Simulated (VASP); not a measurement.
# BaTiO3 in VASP: a series of runs, part 2 of 2

VASP 6.6.1.

### Step 3. Single point, LDA

This run uses another cell than the first one, of 12.28 Å³/atom.

The input, INCAR:

```
ALGO = Normal
EDIFF = 1E-6
ENCUT = 600
GGA = CA
GGA_COMPAT = False
ISIF = 2
ISMEAR = -1
LASPH = True
LCHARG = False
LREAL = False
LWAVE = False
NBANDS = 51
NELM = 120
PREC = Accurate
SIGMA = 0.05
```

The input, KPOINTS:

```
k-points
0
Gamma
  7 5 5
```

The input, POSCAR:

```
BaTiO3
1.0
   -2.7905738190     -1.6111523435     -2.2744894333
    2.7880402695     -4.8292190243      0.0001058116
   -2.7947629595     -1.6137211653      4.5558990992
Ba Ti O
2 2 6
Direct
    0.0088999473      1.0000097958      1.0005293607
    1.0089005267      0.5000156572      0.5005180490
    0.5175297147      1.0000324677      0.5093619768
    0.5175173511      0.5000248692      0.0093545029
    0.4996865394      0.2478426360      0.7388906994
    0.4996885700      0.7478221844      0.2389088802
    0.4996719088      0.7521449052      0.7389136582
    0.4996704223      0.2521258648      0.2389010767
    0.9955163490     -0.0000110905      0.4910030854
   -0.0044813293      0.4999927102     -0.0089812892
```

Potentials or basis: VASP PAW LDA potentials, release 64 (Ba_sv, Ti_sv, O).

Run with:

```bash
$ cat potpaw_LDA.64/Ba_sv/POTCAR potpaw_LDA.64/Ti_sv/POTCAR potpaw_LDA.64/O/POTCAR > POTCAR
$ mpirun -np 1 vasp_std > vasp.out
```

OUTCAR:

```text
EDIFF = 1E-6
   ENCUT = 600
   GGA = CA
   ISIF = 2
   ISMEAR = -1
   LASPH = True
   LREAL = False
   NELM = 120
   PREC = Accurate

 ion  position               nearest neighbor table
   1  0.009  0.000  0.001-   9 2.74   8 2.74   6 2.74   8 2.79   6 2.79  10 2.79  10 2.79   5 2.79
                             7 2.79   5 2.84   7 2.84   9 2.85   3 3.36   3 3.40   4 3.40   4 3.40
   2  0.009  0.500  0.501-  10 2.74   7 2.74   5 2.74   5 2.79   7 2.79   9 2.79   9 2.79   6 2.79
                             8 2.79   6 2.84   8 2.84  10 2.85   4 3.36   4 3.39   3 3.40   3 3.40
   3  0.518  0.000  0.509-   5 1.89   7 1.89   9 1.89   9 2.06   8 2.06   6 2.06   1 3.36   1 3.40
                             2 3.40   2 3.40   2 3.44   2 3.44   1 3.44   1 3.48
   4  0.518  0.500  0.009-   6 1.89   8 1.89  10 1.89  10 2.06   7 2.06   5 2.06   2 3.36   2 3.39
                             1 3.40   1 3.40   1 3.44   1 3.44   2 3.44   2 3.48
   5  0.500  0.248  0.739-   3 1.89   4 2.06   2 2.74   2 2.79   1 2.79   1 2.84
   6  0.500  0.748  0.239-   4 1.89   3 2.06   1 2.74   1 2.79   2 2.79   2 2.84
   7  0.500  0.752  0.739-   3 1.89   4 2.06   2 2.74   2 2.79   1 2.79   1 2.84
   8  0.500  0.252  0.239-   4 1.89   3 2.06   1 2.74   1 2.79   2 2.79   2 2.84
[... 215 lines left out ...]
      1     -51.6953      2.00000
      2     -51.6925      2.00000
      3     -28.4250      2.00000
      4     -28.4199      2.00000
      5     -28.3622      2.00000
      6     -28.3614      2.00000
[... 1285 lines left out ...]
     50      10.6505      0.00000
     51      10.7550      0.00000

 [... further k-points ...]
[... 5 lines left out ...]
  --------------------------------------------------------------------------------------
  -------------------------------------------------------------------------------------
  Total        1.7621563      1.7803560      1.7828712     -0.0158932      0.0061360      0.0111586
  in kB       22.9923533     23.2298194     23.2626381     -0.2073726      0.0800611      0.1455955
  external PRESSURE =      23.1616036 kB  Pullay stress =       0.0000000 kB

 VOLUME and BASIS-vectors are now :
 -----------------------------------------------------------------------------
  energy-cutoff  :      600.00
  volume of cell :      122.79
      direct lattice vectors                 reciprocal lattice vectors
    -2.790573819 -1.611152343 -2.274489433    -0.179174431 -0.103445512 -0.146553350
     2.788040270 -4.829219024  0.000105812     0.089668713 -0.155304618 -0.000003413
    -2.794762959 -1.613721165  4.555899099    -0.089453218 -0.051640584  0.146330272

 POSITION                                       TOTAL-FORCE (eV/Angst)
 -----------------------------------------------------------------------------------
     -0.02629     -0.01524     -0.01783         0.027843      0.016260     -0.012174
     -0.02960     -3.23672      2.26012         0.027718      0.016136     -0.011885
     -2.86766     -1.65594      1.14349         0.071332      0.041896     -0.031145
     -0.07622     -3.26362     -1.13442         0.070895      0.040830     -0.030369
     -2.76844     -3.19432      2.22981        -0.011949     -0.044571      0.031971
      0.02285     -4.80200     -0.04801        -0.011518     -0.044291      0.031360
     -1.36245     -5.62972      2.23000        -0.044462      0.011943      0.031542
     -1.35910     -2.40814     -0.04806        -0.044063      0.011508      0.031292
     -1.36229     -7.22544     -0.02723        -0.043065     -0.025150     -0.020025
     -4.15373     -5.61773      2.25074        -0.042732     -0.024562     -0.020568
 -----------------------------------------------------------------------------------
    total drift:                               -0.000118     -0.000118      0.000438

  FREE ENERGIE OF THE ION-ELECTRON SYSTEM (eV)
  ---------------------------------------------------
  free  energy   TOTEN  =       -88.3314825142 eV

  energy  without entropy=      -88.3314825140  energy(sigma->0) =      -88.33148251
```

OSZICAR:

```text
N       E                     dE             d eps       ncg     rms          rms(c)
DAV:   1     0.106396377237E+04    0.10640E+04   -0.43634E+04  8976   0.190E+03
DAV:   2     0.578608201687E+02   -0.10061E+04   -0.94070E+03  9839   0.523E+02
DAV:   3    -0.984358512852E+02   -0.15630E+03   -0.15175E+03 11612   0.193E+02
DAV:   4    -0.108562893971E+03   -0.10127E+02   -0.10105E+02 13776   0.460E+01
DAV:   5    -0.108998001187E+03   -0.43511E+00   -0.43485E+00 12296   0.829E+00    0.340E+01
DAV:   6    -0.884012653247E+02    0.20597E+02   -0.11022E+02 13499   0.755E+01    0.143E+01
DAV:   7    -0.886972298638E+02   -0.29596E+00   -0.21416E+01 12794   0.264E+01    0.999E+00
DAV:   8    -0.883285928185E+02    0.36864E+00   -0.19709E+00 12910   0.108E+01    0.361E+00
DAV:   9    -0.883436480598E+02   -0.15055E-01   -0.48732E-01 11206   0.339E+00    0.132E+00
DAV:  10    -0.883406366993E+02    0.30114E-02   -0.19276E-01 12295   0.231E+00    0.859E-01
DAV:  11    -0.883321673907E+02    0.84693E-02   -0.36680E-02 13577   0.139E+00    0.223E-01
DAV:  12    -0.883316458616E+02    0.52153E-03   -0.34867E-03 11809   0.438E-01    0.867E-02
DAV:  13    -0.883316272102E+02    0.18651E-04   -0.15719E-03 13566   0.328E-01    0.109E-01
DAV:  14    -0.883314840779E+02    0.14313E-03   -0.38597E-04 12497   0.152E-01    0.193E-02
DAV:  15    -0.883314824447E+02    0.16332E-05   -0.69143E-05 11066   0.385E-02    0.711E-03
DAV:  16    -0.883314825142E+02   -0.69429E-07   -0.26245E-06  8735   0.982E-03
   1 F= -.88331483E+02 E0= -.88331483E+02  d E =-.136575E-09
```

stdout:

```text
POSCAR found type information on POSCAR BaTiO
 POSCAR found :  3 types and      10 ions
 scaLAPACK will be used
 LDA part: xc-table for (Slater(with rela. corr.)+CA(PZ))
 , standard interpolation
 POSCAR, INCAR and KPOINTS ok, starting setup
 FFT: planning ... GRIDC
 FFT: planning ... GRID_SOFT
 FFT: planning ... GRID
 WAVECAR not read
 entering main loop
```

Run time: 8.2 min. Hardware: 1 thread of Intel Xeon 6975P-C (Granite Rapids), shared host; peak memory 0.61 GiB.

Results:

```yaml
Free_energy: -88.3315 eV
Pressure: 2.3 GPa
Largest_force: 0.088 eV/Å
Band_gap_on_the_k_mesh: 2.10 eV
```

Forces in eV/Å, atoms in the order of the input:
```
Ba   0.028  0.016 -0.012
Ba   0.028  0.016 -0.012
Ti   0.071  0.042 -0.031
Ti   0.071  0.041 -0.030
O   -0.012 -0.045  0.032
O   -0.012 -0.044  0.031
O   -0.044  0.012  0.032
O   -0.044  0.012  0.031
O   -0.043 -0.025 -0.020
O   -0.043 -0.025 -0.021
```

Levels at points of the mesh, in eV from the valence-band top:
| k point | band 38 | band 39 | band 40 | band 41 | band 42 | band 43 |
| --- | --- | --- | --- | --- | --- | --- |
| (0.00, 0.00, 0.00) | -0.23 | -0.23 | -0.09 | 2.10 | 2.10 | 2.21 |

Caveat: spin-orbit coupling is left out, which moves the levels of the heavy elements. A k mesh can miss the band edges.
